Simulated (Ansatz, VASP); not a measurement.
## BN: VASP beside Ansatz

The input POSCAR:

```
BN
1.0
    0.0000000000      1.7687289557      1.7687289557
    1.7687289557      0.0000000000      1.7687289557
    1.7687289557      1.7687289557      0.0000000000
B N
1 1
Direct
    0.0000000000      0.0000000000      0.0000000000
    0.2500000000      0.2500000000      0.2500000000
```

File INCAR.step1:

```
ALGO     = Normal         # electronic algorithm
EDIFF    = 1E-5           # SCF threshold, eV
ENCUT    = 520            # plane-wave cutoff, eV
GGA      = PE             # functional
ISIF     = 2              # what is computed and relaxed
ISMEAR   = 0              # smearing method
LASPH    = True           # aspherical terms in the spheres
LCHARG   = False          # write CHGCAR
LREAL    = False          # projectors in reciprocal space
LWAVE    = True           # write WAVECAR
NBANDS   = 11             # bands
NELM     = 60             # most SCF steps
PREC     = Accurate       # precision mode
SIGMA    = 0.01           # smearing width, eV
```

Contents of INCAR.step2:

```
ALGO     = Normal         # electronic algorithm
EDIFF    = 1E-7           # SCF threshold, eV
ENCUT    = 520            # plane-wave cutoff, eV
GGA      = PE             # functional
HFSCREEN = 0.2079         # screening, 1/A
ISIF     = 2              # what is computed and relaxed
ISMEAR   = 0              # smearing method
ISTART   = 1            
LASPH    = True           # aspherical terms in the spheres
LCHARG   = False          # write CHGCAR
LHFCALC  = True           # exact exchange
LREAL    = False          # projectors in reciprocal space
LWAVE    = False          # write WAVECAR
NBANDS   = 11             # bands
NELM     = 60             # most SCF steps
PREC     = Accurate       # precision mode
PRECFOCK = Normal       
SIGMA    = 0.01           # smearing width, eV
```

KPOINTS

```
k-points
0
Gamma
  8 8 8
```

Input for Ansatz:

```yaml
crystal:
  lattice:
    - [0.0, 1.7687289557, 1.7687289557]
    - [1.7687289557, 0.0, 1.7687289557]
    - [1.7687289557, 1.7687289557, 0.0]
  atoms:
    - { symbol: B, position: [0.0, 0.0, 0.0] }
    - { symbol: "N", position: [0.25, 0.25, 0.25] }
kpoints:
  mp_grid: { grid: [8, 8, 8] }
  band_path:
    path:
      - [0.0, 0.0, 0.0]
      - [-0.5, -0.5, 0.0]
      - [-0.375, -0.375, 0.25]
      - [-0.375, 0.0, 0.375]
      - [0.0, 0.0, 0.5]
      - [-0.5, -0.25, 0.25]
      - [0.0, 0.5, 0.5]
    npoints: 1
hamiltonian:
  xc: hse06
scf:
  occupations: { method: fixed }
  n_extra_bands: 4
output:
  forces: true
  stress: true
  eigenvalues: true
```

Change from the starting cell: hydrostatic strain -2.0%.

Alike in both runs: task single point; functional HSE06; k mesh 8 × 8 × 8; no spin polarisation.

|  | VASP | Ansatz |
| --- | --- | --- |
| version | VASP 6.6.1 | Ansatz 0.2.0 |
| potentials or method | VASP PAW PBE potentials, release 64 (B, N) | plane waves, PAW |
| plane-wave cutoff (eV) | 520 | 420 |
| occupations | gaussian, width 0.01 eV | fixed |
| valence electrons in the cell | 8 | 8 |

Ansatz gave:

```
gap on the k mesh at the Fermi level (eV) : 5.87
pressure (GPa)                            : 21.8
```

Q: What did VASP give for the same quantities?

A: gap on the k mesh at the Fermi level (eV): 5.86; pressure (GPa): 22.6.

Ansatz's warnings: stress exchange threshold loose, stress scf threshold loose.
